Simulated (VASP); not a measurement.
AlN (zincblende type): single point with LDA

AlN (zincblende type):

```
CELL_PARAMETERS angstrom
0.00000 1.77885 1.77885
1.77885 0.00000 1.77885
1.77885 1.77885 0.00000
ATOMIC_POSITIONS crystal
Al 0.00000 0.00000 0.00000
N 0.25000 0.25000 0.25000
```

This cell differs from its parent crystal: volume scaled by 0.55, partial waves polarizable.

* Program: VASP 6.6.1
* Task: single point
* Functional: LDA
* Potentials or basis: VASP PAW LDA potentials, release 64 (Al, N)
* Cutoff: 520 eV
* k mesh: 17 × 17 × 17
* Occupations: fermi-dirac, width 0.1 eV
* Spin: no spin polarisation

```
Pressure               : 397.2 GPa
Band gap on the k mesh : 3.22 eV, indirect (least direct gap 5.49 eV)
```

Levels at points of the mesh, in eV from the valence-band top:
| k point | band 1 | band 2 | band 3 | band 4 | band 5 | band 6 | band 7 | band 8 | band 9 |
| --- | --- | --- | --- | --- | --- | --- | --- | --- | --- |
| (0.00, 0.00, 0.00) | -19.19 | -0.08 | -0.08 | -0.08 | 10.98 | 19.68 | 19.68 | 19.68 | 23.00 |

It took 7.6 s on 1 thread of Intel(R) Xeon(R) 6975P-C (Granite Rapids), on a shared host, peak memory 0.12 GiB.

 A k mesh can miss the band edges.
